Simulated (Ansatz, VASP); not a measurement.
## BeS: VASP beside Ansatz

```
Be S
1.0
     0.00000    2.41896    2.41896
     2.41896    0.00000    2.41896
     2.41896    2.41896    0.00000
Be S
1 1
Direct
  0.00000 0.00000 0.00000
  0.75000 0.75000 0.75000
```

Alike in both runs: functional PBEsol; k mesh 12 × 12 × 12; occupations fermi-dirac, width 0.1 eV; no spin polarisation.

Ansatz relaxed the structure, and its values are those at the end. VASP's run is a single point on that final structure, the one shown.

|  | VASP | Ansatz |
| --- | --- | --- |
| version | VASP 6.6.1 | Ansatz 0.2.0 |
| potentials or method | VASP PAW PBE potentials, release 64 (Be, S) | PAW with Ansatz's default frozen-core files, scalar-relativistic |
| plane-wave cutoff (eV) | 520 | 420 |
| valence electrons in the cell | 8 | 8 |

VASP gave:

```
pressure (GPa) : 0.2
```

Task: Which values does Ansatz return?

Result: Pressure (GPa): 0.0.

VASP's potentials were made for PBE, not for PBEsol.
